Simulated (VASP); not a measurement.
Wanted: the native input for a VASP 6.6.1 run.

| Item | Value |
| --- | --- |
| Task | single point |
| Functional | r2SCAN |
| Potentials or basis | VASP PAW PBE potentials, release 64 (Si, O) |
| Cutoff | 520 eV |
| k mesh | 10 × 10 × 4 |
| Occupations | gaussian, width 0.01 eV |
| Spin | no spin polarisation |
| Dipole correction | no |
| Further INCAR settings | ALGO = Normal; EDIFF = 1e-06; NBANDS = 25 |

SiO2:

```xyz
6
Lattice="2.8254 0.0000 0.0000 0.0000 2.8254 0.0000 0.0000 0.0000 8.1889" Properties=species:S:1:pos:R:3 pbc="T T T"
Si    1.4127    1.4127    4.0944
Si    0.0000    0.0000    0.0000
O     0.0000    1.4127    4.9301
O     1.4127    0.0000    7.3533
O     1.4127    0.0000    3.2588
O     0.0000    1.4127    0.8356
```

One way to write it, as run:

POSCAR

```
SiO2
1.0
    2.8254082387      0.0000000000      0.0000000000
    0.0000000000      2.8254082387      0.0000000000
    0.0000000000      0.0000000000      8.1888873168
Si O
2 4
Direct
    0.5000000000      0.5000000000      0.5000000000
    0.0000000000      0.0000000000      0.0000000000
    0.0000000000      0.5000000000      0.6020425943
    0.5000000000      0.0000000000      0.8979574057
    0.5000000000      0.0000000000      0.3979574057
    0.0000000000      0.5000000000      0.1020425943
```

INCAR.step1

```
ALGO     = Normal         # electronic algorithm
EDIFF    = 1E-4           # SCF threshold, eV
ENCUT    = 520            # plane-wave cutoff, eV
GGA      = PE             # functional
ISMEAR   = 0              # smearing method
LASPH    = T              # aspherical terms in the spheres
LCHARG   = F              # write CHGCAR
LREAL    = F              # projectors in reciprocal space
LWAVE    = T              # write WAVECAR
NBANDS   = 25             # bands
NELM     = 100            # most SCF steps
PREC     = Accurate       # precision mode
SIGMA    = 0.01           # smearing width, eV
```

INCAR.step2

```
ALGO     = Normal         # electronic algorithm
EDIFF    = 1E-6           # SCF threshold, eV
ENCUT    = 520            # plane-wave cutoff, eV
ISIF     = 2              # what is computed and relaxed
ISMEAR   = 0              # smearing method
ISTART   = 1            
LASPH    = T              # aspherical terms in the spheres
LCHARG   = F              # write CHGCAR
LMIXTAU  = T            
LREAL    = F              # projectors in reciprocal space
LWAVE    = F              # write WAVECAR
METAGGA  = R2SCAN         # meta-GGA
NBANDS   = 25             # bands
NELM     = 100            # most SCF steps
PREC     = Accurate       # precision mode
SIGMA    = 0.01           # smearing width, eV
```

KPOINTS

```
k-points
0
Gamma
  10 10 4
```

Potentials or basis: VASP PAW PBE potentials, release 64 (Si, O).

Command:

```sh
$ cat potpaw_PBE.64/Si/POTCAR potpaw_PBE.64/O/POTCAR > POTCAR
$ cp INCAR.step1 INCAR
$ mpirun -np 1 vasp_std > vasp.out
$ cp INCAR.step2 INCAR
$ mpirun -np 1 vasp_std > vasp.out
```

It gave:

The pressure is 0.5 GPa. The largest force is 0.026 eV/Å and the band gap on the k mesh is 5.96 eV, indirect (least direct gap 6.30 eV).

Caveat: the PAW data sets were made with another functional, which shifts forces and pressure a little.

Wall time 3.1 min on 1 thread of AMD EPYC 9R45 96-Core Processor (Zen 5), on a shared host, peak memory 0.2 GiB.
